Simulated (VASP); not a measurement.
# ZnSe (P4/nmm) in VASP: notebook

The runs below take ZnSe through single point, with LDA, BLYP, PBEsol.

Everything below comes from runs of VASP 6.6.1. Logs are shortened: lines on timing, memory, paths and dates and some standing lists are left out, and cuts for length are marked.

**1. The cell of the first run**

Symmetry: P4/nmm, No. 129, tetragonal system. Conventional cell: a = 4.108 Å, b = 4.108 Å, c = 6.070 Å, α = 90.00°, β = 90.00°, γ = 90.00°. Within 3.4 Å of Zn (site symmetry -4m2) lie 4 Se at 2.54 Å and 4 Zn at 2.90 Å. Within 3.4 Å of Se (site symmetry 4mm) lie 4 Zn at 2.54 Å.

**2. Single point, LDA**

Contents of INCAR:

```
SYSTEM = ZnSe
PREC     = Accurate       ! precision mode
ENCUT    = 520            ! plane-wave cutoff, eV
EDIFF    = 1E-6           ! SCF threshold, eV
ISMEAR   = 0              ! smearing method
SIGMA    = 0.01           ! smearing width, eV
LREAL    = .FALSE.        ! projectors in reciprocal space
LASPH    = .TRUE.         ! aspherical terms in the spheres
NELM     = 100            ! most SCF steps
ALGO     = Normal         ! electronic algorithm
ISIF     = 2              ! what is computed and relaxed
LWAVE    = .FALSE.        ! write WAVECAR
LCHARG   = .FALSE.        ! write CHGCAR
GGA      = CA             ! functional
NBANDS   = 26             ! bands
```

Contents of KPOINTS:

```
Automatic mesh
0
G
  4 4 4
  0 0 0
```

Contents of POSCAR:

```
ZnSe
1.0
    4.1077020000      0.0000000000      0.0000000000
    0.0000000000      4.1077020000      0.0000000000
    0.0000000000      0.0000000000      6.0703500000
Zn Se
2 2
Direct
    0.0000000000      0.0000000000      0.0000000000
    0.5000000000      0.5000000000      0.0000000000
    0.0000000000      0.5000000000      0.2462800000
    0.5000000000      0.0000000000      0.7537200000
```

Potentials or basis: VASP PAW LDA potentials, release 64 (Zn, Se).

Run with:

```console
cat potpaw_LDA.64/Zn/POTCAR potpaw_LDA.64/Se/POTCAR > POTCAR
mpirun -np 1 vasp_std > vasp.out
```

OUTCAR:

```text
SYSTEM = ZnSe
   PREC = Accurate
   ENCUT = 520
   EDIFF = 1E-6
   ISMEAR = 0
   LREAL = .FALSE.
   LASPH = .TRUE.
   NELM = 100
   ISIF = 2
   GGA = CA

 ion  position               nearest neighbor table
   1  0.000  0.000  0.000-   3 2.54   4 2.54   3 2.54   4 2.54   2 2.90   2 2.90   2 2.90   2 2.90

   2  0.500  0.500  0.000-   3 2.54   4 2.54   4 2.54   3 2.54   1 2.90   1 2.90   1 2.90   1 2.90

   3  0.000  0.500  0.246-   1 2.54   2 2.54   1 2.54   2 2.54
   4  0.500  0.000  0.754-   1 2.54   2 2.54   2 2.54   1 2.54

  LATTYP: Found a simple tetragonal cell.
 ALAT       =     4.1077020000
 C/A-ratio  =     1.4777970749

  Lattice vectors:

 A1 = (   4.1077020000,   0.0000000000,   0.0000000000)
 A2 = (   0.0000000000,   4.1077020000,   0.0000000000)
 A3 = (   0.0000000000,   0.0000000000,   6.0703500000)

Analysis of symmetry for initial positions (statically):
=====================================================================
 Subroutine PRICEL returns:
 Original cell was already a primitive cell.

 Routine SETGRP: Setting up the symmetry group for a
 simple tetragonal supercell.

 Subroutine GETGRP returns: Found 16 space group operations
 (whereof  8 operations were pure point group operations)
 out of a pool of 16 trial point group operations.

The static configuration has the point symmetry D_2d.
 The point group associated with its full space group is D_4h.

Analysis of symmetry for dynamics (positions and initial velocities):
=====================================================================
 Subroutine PRICEL returns:
 Original cell was already a primitive cell.

 Routine SETGRP: Setting up the symmetry group for a
 simple tetragonal supercell.

 Subroutine GETGRP returns: Found 16 space group operations
 (whereof  8 operations were pure point group operations)
 out of a pool of 16 trial point group operations.

The dynamic configuration has the point symmetry D_2d.
 The point group associated with its full space group is D_4h.

 Subroutine INISYM returns: Found 16 space group operations
 (whereof  8 operations are pure point group operations),
 and found     1 'primitive' translations

----------------------------------------------------------------------------------------

                                     Primitive cell

  volume of cell :     102.4263

  direct lattice vectors                    reciprocal lattice vectors
     4.107702000  0.000000000  0.000000000     0.243445118  0.000000000  0.000000000
     0.000000000  4.107702000  0.000000000     0.000000000  0.243445118  0.000000000
     0.000000000  0.000000000  6.070350000     0.000000000  0.000000000  0.164735147

  length of vectors
     4.107702000  4.107702000  6.070350000     0.243445118  0.243445118  0.164735147

  position of ions in fractional coordinates (direct lattice)
     0.000000000  0.000000000  0.000000000
     0.500000000  0.500000000  0.000000000
     0.000000000  0.500000000  0.246280000
     0.500000000  0.000000000  0.753720000

  ion indices of the primitive-cell ions
   primitive index   ion index
                 1           1
                 2           2
                 3           3
                 4           4

----------------------------------------------------------------------------------------

 KPOINTS: Automatic mesh

Automatic generation of k-mesh.
 Grid dimensions read from file:
 generate k-points for:    4    4    4

 Generating k-lattice:

  Cartesian coordinates                     Fractional coordinates (reciprocal lattice)
     0.060861280  0.000000000  0.000000000     0.250000000  0.000000000  0.000000000
     0.000000000  0.060861280  0.000000000     0.000000000  0.250000000  0.000000000
     0.000000000  0.000000000  0.041183787     0.000000000  0.000000000  0.250000000

  Length of vectors
     0.060861280  0.060861280  0.041183787

  Shift w.r.t. Gamma in fractional coordinates (k-lattice)
     0.000000000  0.000000000  0.000000000

 Subroutine IBZKPT returns following result:
 ===========================================

 Found     18 irreducible k-points:

 Following reciprocal coordinates:
            Coordinates               Weight
  0.000000  0.000000  0.000000      1.000000
  0.250000  0.000000  0.000000      4.000000
  0.500000  0.000000  0.000000      2.000000
  0.250000  0.250000  0.000000      4.000000
  0.500000  0.250000  0.000000      4.000000
  0.500000  0.500000  0.000000      1.000000
[... 10 lines left out ...]
  0.500000  0.250000  0.500000      4.000000
  0.500000  0.500000  0.500000      1.000000
   k-points           NKPTS =     18   k-points in BZ     NKDIM =     18   number of bands    NBANDS=     26
   number of dos      NEDOS =    301   number of ions     NIONS =      4
   total plane-waves  NPLWV =  49152
   dimension x,y,z NGX =    32 NGY =   32 NGZ =   48
   dimension x,y,z NGXF=    64 NGYF=   64 NGZF=   96
   ions per type =               2   2
   NGX,Y,Z   is equivalent  to a cutoff of  12.95, 12.95, 13.15 a.u.
   NGXF,Y,Z  is equivalent  to a cutoff of  25.90, 25.90, 26.29 a.u.
 SYSTEM =  ZnSe
   PREC   = accura    normal or accurate (medium, high low for compatibility)
   ISTART =      0    job   : 0-new  1-cont  2-samecut
   ICHARG =      2    charge: 1-file 2-atom 10-const
   ISPIN  =      1    spin polarized calculation?
   LNONCOLLINEAR =      F non collinear calculations
   LSORBIT =      F    spin-orbit coupling
   LASPH  =      T    aspherical Exc in radial PAW
   ENCUT  =  520.0 eV  38.22 Ry    6.18 a.u.   7.64  7.64 11.29*2*pi/ulx,y,z
   NELM   =    100;   NELMIN=  2; NELMDL= -5     # of ELM steps
   EDIFF  = 0.1E-05   stopping-criterion for ELM
   LREAL  =      F    real-space projection
   EDIFFG = 0.1E-04   stopping-criterion for IOM
   NSW    =      0    number of steps for IOM
   IBRION =     -1    ionic relax: 0-MD 1-quasi-New 2-CG
   NFREE  =      0    steps in history (QN), initial steepest desc. (CG)
   ISIF   =      2    stress and relaxation
   ISYM   =      2    0-nonsym 1-usesym 2-fastsym
   POTIM  = 0.5000    time-step for ionic-motion
   TEBEG  =    0.0;   TEEND  =   0.0 temperature during run
   PSTRESS=    0.0 pullay stress
   NELECT =      36.0000    total number of electrons
   NUPDOWN=      -1.0000    fix difference up-down
   EMIN   =  10.00;   EMAX   =-10.00  energy-range for DOS
   EFERMI =   0.00;   METHOD = LEGACY
   ISMEAR =     0;   SIGMA  =   0.01  broadening in eV -4-tet -1-fermi 0-gaus
   EFERMI_NEDOS =   21; number of points for ismear=-14 and -15
   IALGO  =     38    algorithm
   IMIX   =      4    mixing-type and parameters
     AMIX     =   0.40;   BMIX     =  1.00
     AMIX_MAG =   1.60;   BMIX_MAG =  1.00
  volume/ion in A,a.u.               =      25.61       172.80
  Fermi-wavevector in a.u.,A,eV,Ry     =   1.155328  2.183253 18.160809  1.334782
  Thomas-Fermi vector in A             =   2.291957
   LORBIT       =      0    0 simple, 1 ext, 2 COOP (PROOUT), +10 PAW based schemes
   GGA     = CA    functional components
   LHFCALC =     F    Hartree Fock is set to
   AEXX    =    0.0000 exact exchange contribution
   IVDW    =     0    specifies the selected vdW correction
   LEPSILON=     F    determine dielectric tensor
   LRPA    =     F    only Hartree local field effects (RPA)
 non-spin polarized calculation
 Gauss-broadening in eV      SIGMA  =   0.01
  energy-cutoff  :      520.00
  volume of cell :      102.43
 maximum number of plane-waves:      2783
 NGX is ok and might be reduce to    32
   NGX = 15   NGY = 15   NGZ = 23

 number of electron      35.9999984 magnetization

 Free energy of the ion-electron system (eV)
  ---------------------------------------------------
  ext. energy  EPLUGINS =         0.00000000
  ---------------------------------------------------
  free energy    TOTEN  =       -13.79113302 eV

  energy without entropy =      -13.79113302  energy(sigma->0) =      -13.79113302

 E-fermi :   0.6211     XC(G=0):  -9.0610

 val. band max:        0.5316486639   @ k =   0.0000   0.0000   0.0000
 cond. band min:       2.2521879756   @ k =   0.0000   0.0000   0.0000
 fundamental gap:      1.7205393117
 Fermi energy:         0.6210798766

 k-point     1 :       0.0000    0.0000    0.0000
  band No.  band energies     occupation
      1     -12.3797      2.00000
      2     -11.4560      2.00000
      3      -6.3254      2.00000
      4      -6.3057      2.00000
      5      -6.2319      2.00000
      6      -6.2319      2.00000
[... 18 lines left out ...]
     25      10.1802      0.00000
     26      10.9144      0.00000

 k-point     2 :       0.2500    0.0000    0.0000
  band No.  band energies     occupation
      1     -12.1434      2.00000
      2     -11.4653      2.00000
      3      -6.2731      2.00000
      4      -6.2000      2.00000
      5      -6.1535      2.00000
      6      -6.1385      2.00000
[... 18 lines left out ...]
     25       8.3721      0.00000
     26       8.3802      0.00000

 k-point     3 :       0.5000    0.0000    0.0000
  band No.  band energies     occupation
      1     -11.6840      2.00000
      2     -11.6840      2.00000
      3      -6.0972      2.00000
      4      -6.0972      2.00000
      5      -6.0050      2.00000
      6      -6.0050      2.00000
[... 18 lines left out ...]
     25       7.6943      0.00000
     26       7.6943      0.00000

 k-point     4 :       0.2500    0.2500    0.0000
  band No.  band energies     occupation
      1     -11.9351      2.00000
      2     -11.4372      2.00000
      3      -6.3742      2.00000
      4      -6.1230      2.00000
      5      -6.1045      2.00000
      6      -6.0417      2.00000
[... 18 lines left out ...]
     25       8.0678      0.00000
     26       9.2197      0.00000
[... 322 lines left out ...]
      1     -11.8569      2.00000
      2     -11.5184      2.00000
      3      -6.3793      2.00000
      4      -6.1124      2.00000
      5      -6.0939      2.00000
      6      -6.0471      2.00000
[... 18 lines left out ...]
     25       8.0122      0.00000
     26       8.9435      0.00000

 k-point    17 :       0.5000    0.2500    0.5000
  band No.  band energies     occupation
      1     -11.5544      2.00000
      2     -11.5544      2.00000
      3      -6.2534      2.00000
      4      -6.2534      2.00000
      5      -6.0027      2.00000
      6      -6.0027      2.00000
[... 18 lines left out ...]
     25       8.6251      0.00000
     26       8.6251      0.00000

 k-point    18 :       0.5000    0.5000    0.5000
  band No.  band energies     occupation
      1     -11.4244      2.00000
      2     -11.4244      2.00000
      3      -6.3657      2.00000
      4      -6.3657      2.00000
      5      -5.9607      2.00000
      6      -5.9607      2.00000
[... 18 lines left out ...]
     25       8.4893      0.00000
     26       8.4893      0.00000

------------------------ aborting loop because EDIFF is reached ----------------------------------------

  FORCE on cell =-STRESS in cart. coord.  units (eV):
  Direction    XX          YY          ZZ          XY          YZ          ZX
  --------------------------------------------------------------------------------------
  -------------------------------------------------------------------------------------
  Total       -2.8796718     -2.8796718     -2.5734963      0.0000000      0.0000000      0.0000000
  in kB      -45.0445219    -45.0445219    -40.2552504      0.0000000      0.0000000      0.0000000
  external PRESSURE =     -43.4480981 kB  Pullay stress =       0.0000000 kB

 VOLUME and BASIS-vectors are now :
 -----------------------------------------------------------------------------
  energy-cutoff  :      520.00
  volume of cell :      102.43
      direct lattice vectors                 reciprocal lattice vectors
     4.107702000  0.000000000  0.000000000     0.243445118  0.000000000  0.000000000
     0.000000000  4.107702000  0.000000000     0.000000000  0.243445118  0.000000000
     0.000000000  0.000000000  6.070350000     0.000000000  0.000000000  0.164735147

 POSITION                                       TOTAL-FORCE (eV/Angst)
 -----------------------------------------------------------------------------------
      0.00000      0.00000      0.00000         0.000000      0.000000      0.000000
      2.05385      2.05385      0.00000         0.000000     -0.000000      0.000000
      0.00000      2.05385      1.49501         0.000000     -0.000000     -0.585096
      2.05385      0.00000      4.57534         0.000000      0.000000      0.585096
 -----------------------------------------------------------------------------------
    total drift:                                0.000000     -0.000000     -0.000000

  FREE ENERGIE OF THE ION-ELECTRON SYSTEM (eV)
  ---------------------------------------------------
  free  energy   TOTEN  =       -13.7911330221 eV

  energy  without entropy=      -13.7911330221  energy(sigma->0) =      -13.79113302
```

Wall time 27 s (1 thread of Intel Xeon Platinum 8488C (Sapphire Rapids), shared host); peak memory 0.19 GiB.

Results:

```yaml
Free_energy: -13.7911 eV
Pressure: -4.3 GPa
Largest_force: 0.585 eV/Å
Band_gap_on_the_k_mesh: 1.72 eV, direct
```

Forces in eV/Å, atoms in the order of the input:
```
Zn   0.000  0.000  0.000
Zn   0.000  0.000  0.000
Se   0.000  0.000 -0.585
Se   0.000  0.000  0.585
```

Levels at points of the mesh, in eV from the valence-band top:
```
           k point  band 15  band 16  band 17  band 18  band 19  band 20  band 21  band 22
(0.00, 0.00, 0.00)    -2.14    -0.01     0.00     0.00     1.72     1.76     2.87     5.65
(0.50, 0.00, 0.00)    -1.55    -1.55    -0.77    -0.77     3.33     3.33     5.82     5.82
(0.50, 0.50, 0.00)    -2.17    -2.17    -2.03    -2.03     3.28     3.28     3.46     3.46
(0.00, 0.00, 0.50)    -2.00    -1.18    -0.28    -0.28     1.86     3.22     3.53     5.11
(0.50, 0.00, 0.50)    -0.75    -0.75    -0.75    -0.75     2.47     2.47     5.74     5.74
(0.50, 0.50, 0.50)    -2.46    -2.46    -2.38    -2.38     4.52     4.52     4.75     4.75
```

**3. Single point, BLYP**

INCAR, as its differences from that of step 2:

```diff
@@ -8,3 +8,3 @@
 LASPH    = .TRUE.         ! aspherical terms in the spheres
-NELM     = 100            ! most SCF steps
+NELM     = 80             ! most SCF steps
 ALGO     = Normal         ! electronic algorithm
@@ -13,3 +13,7 @@
 LCHARG   = .FALSE.        ! write CHGCAR
-GGA      = CA             ! functional
+GGA      = B5             ! functional
+ALDAX    = 1.0          
+AGGAX    = 1.0          
+AGGAC    = 1.0          
+ALDAC    = 0.0          
 NBANDS   = 26             ! bands
```

KPOINTS is that of step 2.

POSCAR is that of step 2.

Potentials or basis: VASP PAW PBE potentials, release 64 (Zn, Se).

Run with:

```console
cat potpaw_PBE.64/Zn/POTCAR potpaw_PBE.64/Se/POTCAR > POTCAR
mpirun -np 1 vasp_std > vasp.out
```

Run time: 49 s. Hardware: 1 thread of Intel Xeon Platinum 8488C (Sapphire Rapids), shared host; peak memory 0.23 GiB.

It converged, with:

| Property | Result |
| --- | --- |
| Free energy | -9.1155 eV |
| Pressure | 3.1 GPa |
| Largest force | 0.260 eV/Å |
| Band gap on the k mesh | 1.82 eV, direct |

Forces on the atoms (eV/Å):
```
Zn   0.000  0.000  0.000
Zn   0.000  0.000  0.000
Se   0.000  0.000  0.260
Se   0.000  0.000 -0.260
```

Stress tensor (GPa, compression positive):
```
3.54 0.00 0.00
0.00 3.54 0.00
0.00 0.00 2.15
```

Levels at points of the mesh, in eV from the valence-band top:
| k point | band 16 | band 17 | band 18 | band 19 | band 20 | band 21 |
| --- | --- | --- | --- | --- | --- | --- |
| (0.00, 0.00, 0.00) | -0.01 | 0.00 | 0.00 | 1.82 | 1.93 | 3.18 |
| (0.50, 0.00, 0.00) | -1.50 | -0.75 | -0.75 | 3.42 | 3.42 | 6.01 |
| (0.50, 0.50, 0.00) | -2.09 | -1.98 | -1.98 | 3.54 | 3.54 | 3.55 |
| (0.00, 0.00, 0.50) | -1.13 | -0.28 | -0.28 | 1.90 | 3.51 | 3.63 |
| (0.50, 0.00, 0.50) | -0.74 | -0.73 | -0.73 | 2.59 | 2.59 | 5.92 |
| (0.50, 0.50, 0.50) | -2.39 | -2.29 | -2.29 | 4.72 | 4.72 | 4.77 |

Caveat: the PAW data sets were made with another functional, which shifts forces and pressure a little. A k mesh can miss the band edges.

**4. Single point, PBEsol**

Contents of INCAR:

```
PREC = Accurate
ENCUT = 520
EDIFF = 1E-6
ISMEAR = 0
SIGMA = 0.01
LREAL = False
LASPH = True
NELM = 100
ALGO = Normal
ISIF = 2
LWAVE = False
LCHARG = True
GGA = PS
LELF = True
LVHAR = True
NBANDS = 26
```

Contents of KPOINTS:

```
Automatic mesh
0
Gamma
  4 4 4
```

POSCAR is that of step 3.

Run with:

```console
cat potpaw_PBE.64/Zn/POTCAR potpaw_PBE.64/Se/POTCAR > POTCAR
mpirun -np 1 vasp_std > vasp.out
```

Run time: 34 s. Hardware: 1 thread of Intel Xeon Platinum 8488C (Sapphire Rapids), shared host; peak memory 0.23 GiB.

It converged, with:

* Free energy: -12.7864 eV
* Pressure: -2.5 GPa
* Largest force: 0.359 eV/Å
* Band gap on the k mesh: 1.85 eV, direct

Forces in eV/Å, atoms in the order of the input:
```
Zn   0.000  0.000  0.000
Zn   0.000  0.000  0.000
Se   0.000  0.000 -0.359
Se   0.000  0.000  0.359
```

Stress tensor (GPa, compression positive):
```
-2.58  0.00  0.00
 0.00 -2.58  0.00
 0.00  0.00 -2.22
```

Levels at points of the mesh, in eV from the valence-band top:
```tsv
k point	band 14	band 15	band 16	band 17	band 18	band 19	band 20	band 21	band 22	band 23
(0.00, 0.00, 0.00)	-2.15	-2.15	-0.01	0.00	0.00	1.85	1.87	2.92	5.70	5.83
(0.50, 0.00, 0.00)	-4.47	-1.53	-1.53	-0.77	-0.77	3.41	3.41	5.86	5.86	6.52
(0.50, 0.50, 0.00)	-4.23	-2.19	-2.19	-2.03	-2.03	3.34	3.34	3.54	3.54	10.29
(0.00, 0.00, 0.50)	-2.01	-2.01	-1.14	-0.27	-0.27	1.97	3.27	3.61	5.17	6.41
(0.50, 0.00, 0.50)	-4.79	-0.76	-0.76	-0.75	-0.75	2.57	2.57	5.77	5.77	6.12
(0.50, 0.50, 0.50)	-4.10	-2.45	-2.45	-2.39	-2.39	4.55	4.55	4.81	4.81	8.02
```

Caveat: the PAW data sets were made with another functional, which shifts forces and pressure a little.

**5. Overview**

| level | potentials or basis | gap on the mesh (eV) | pressure (GPa) | largest force (eV/Å) |
| --- | --- | --- | --- | --- |
| LDA | VASP PAW LDA potentials, release 64 (Zn, Se) | 1.72 | -4.3 | 0.59 |
| BLYP | VASP PAW PBE potentials, release 64 (Zn, Se) | 1.82 | 3.1 | 0.26 |
| PBEsol | VASP PAW PBE potentials, release 64 (Zn, Se) | 1.85 | -2.5 | 0.36 |

Alike in all rows: task single point; no spin polarisation; cell as given; k mesh 4 × 4 × 4; cutoff (eV) 520; smearing gaussian 0.01 eV.

Caveats: the PAW data sets were made with another functional, which shifts forces and pressure a little (some runs).

Total energies depend on the potentials used, so only differences within one code and one set of settings carry meaning.
